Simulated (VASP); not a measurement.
Write the native input for VASP 6.6.1 that does the following.

| Item | Value |
| --- | --- |
| Task | single point |
| Functional | HSE06 |
| Potentials or basis | VASP PAW PBE potentials, release 64 (In_d, As) |
| Cutoff | 520 eV |
| k mesh | 6 × 6 × 6 |
| Occupations | fermi-dirac, width 0.02 eV |
| Spin | no spin polarisation |
| Dipole correction | no |
| Grid for exact exchange (PRECFOCK) | Normal |
| Further INCAR settings | ALGO = Normal; EDIFF = 1e-06; NBANDS = 16 |
| Share of exact exchange | 0.25 |
| Screening parameter | 0.2079 1/Å |

InAs:

```
In As
1.0
     0.00000    3.05459    3.05459
     3.05459    0.00000    3.05459
     3.05459    3.05459    0.00000
In As
1 1
Direct
  0.00000 0.00000 0.00000
  0.25000 0.25000 0.25000
```

These files were run (other wordings do the same):

POSCAR

```
InAs
1.0
    0.0000000000      3.0545915928      3.0545915928
    3.0545915928      0.0000000000      3.0545915928
    3.0545915928      3.0545915928      0.0000000000
In As
1 1
Direct
    0.0000000000      0.0000000000      0.0000000000
    0.2500000000      0.2500000000      0.2500000000
```

INCAR.step1

```
SYSTEM = InAs
ALGO     = Normal         ! electronic algorithm
EDIFF    = 1E-5           ! SCF threshold, eV
ENCUT    = 520            ! plane-wave cutoff, eV
GGA      = PE             ! functional
ISIF     = 2              ! what is computed and relaxed
ISMEAR   = -1             ! smearing method
LASPH    = .True.         ! aspherical terms in the spheres
LCHARG   = .False.        ! write CHGCAR
LREAL    = .False.        ! projectors in reciprocal space
LWAVE    = .True.         ! write WAVECAR
NBANDS   = 16             ! bands
NELM     = 100            ! most SCF steps
PREC     = Accurate       ! precision mode
SIGMA    = 0.02           ! smearing width, eV
```

INCAR.step2

```
SYSTEM = InAs
ALGO     = Normal         ! electronic algorithm
EDIFF    = 1E-6           ! SCF threshold, eV
ENCUT    = 520            ! plane-wave cutoff, eV
GGA      = PE             ! functional
HFSCREEN = 0.2079         ! screening, 1/A
ISIF     = 2              ! what is computed and relaxed
ISMEAR   = -1             ! smearing method
ISTART   = 1            
LASPH    = .True.         ! aspherical terms in the spheres
LCHARG   = .False.        ! write CHGCAR
LHFCALC  = .True.         ! exact exchange
LREAL    = .False.        ! projectors in reciprocal space
LWAVE    = .False.        ! write WAVECAR
NBANDS   = 16             ! bands
NELM     = 100            ! most SCF steps
PREC     = Accurate       ! precision mode
PRECFOCK = Normal       
SIGMA    = 0.02           ! smearing width, eV
```

KPOINTS

```
k-points
0
Gamma
  6 6 6
  0 0 0
```

Potentials or basis: VASP PAW PBE potentials, release 64 (In_d, As).

Command:

```console
$ cat potpaw_PBE.64/In_d/POTCAR potpaw_PBE.64/As/POTCAR > POTCAR
$ cp INCAR.step1 INCAR
$ mpirun -np 1 vasp_std > vasp.out
$ cp INCAR.step2 INCAR
$ mpirun -np 1 vasp_std > vasp.out
```

It gave:

```yaml
Pressure: -0.2 GPa
Band_gap_on_the_k_mesh: 0.36 eV
```

Caveat: the PAW data sets were made with another functional, which shifts forces and pressure a little; spin-orbit coupling is left out, which moves the levels of the heavy elements.

Run time: 100 min on 1 thread of Oxide Virtual Turin-like Processor, on a shared host, peak memory 0.28 GiB.
